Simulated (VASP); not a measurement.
A run of VASP 6.6.1 is set up as follows.

POSCAR

```
PbSe
1.0
    3.7415205657      0.0000000000      0.0000000000
    0.0000000000      3.7415205657      0.0000000000
    0.0000000000      0.0000000000      3.7415205657
Pb Se
1 1
Direct
    0.0000000000      0.0000000000      0.0000000000
    0.5000000000      0.5000000000      0.5000000000
```

The input INCAR.step1:

```
SYSTEM = PbSe
ALGO = Normal
EDIFF = 1E-4
ENCUT = 520
GGA = PE
ISMEAR = -1
LASPH = .TRUE.
LCHARG = .FALSE.
LREAL = .FALSE.
LWAVE = .TRUE.
NBANDS = 17
NELM = 60
PREC = Accurate
SIGMA = 0.03
```

Contents of INCAR.step2:

```
SYSTEM = PbSe
ALGO = Normal
BPARAM = 11.95
CPARAM = 0.0093
EDIFF = 1E-6
ENCUT = 520
ISIF = 2
ISMEAR = -1
ISTART = 1
IVDW_NL = 2
LASPH = .TRUE.
LCHARG = .TRUE.
LELF = .TRUE.
LMIXTAU = .TRUE.
LREAL = .FALSE.
LUSE_VDW = .TRUE.
LVHAR = .TRUE.
LWAVE = .FALSE.
METAGGA = R2SCAN
NBANDS = 17
NELM = 60
PREC = Accurate
SIGMA = 0.03
```

The input KPOINTS:

```
k-points
0
G
  6 6 6
  0 0 0
```

Potentials or basis: VASP PAW PBE potentials, release 64 (Pb_d, Se).

Launch:

```sh
$ cat potpaw_PBE.64/Pb_d/POTCAR potpaw_PBE.64/Se/POTCAR > POTCAR
$ cp INCAR.step1 INCAR
$ mpirun -np 1 vasp_std > vasp.out
$ cp INCAR.step2 INCAR
$ mpirun -np 1 vasp_std > vasp.out
```

Q: Estimate the pressure.

A: 0.2 GPa.

Q: What does it give for the band gap on the k mesh?

A: Zero (bands 10 and 11 overlap by 0.66 eV).

Caveat: semilocal functionals underestimate gaps, so a narrow gap can read as zero; the PAW data sets were made with another functional, which shifts forces and pressure a little; spin-orbit coupling is left out, which moves the levels of the heavy elements.
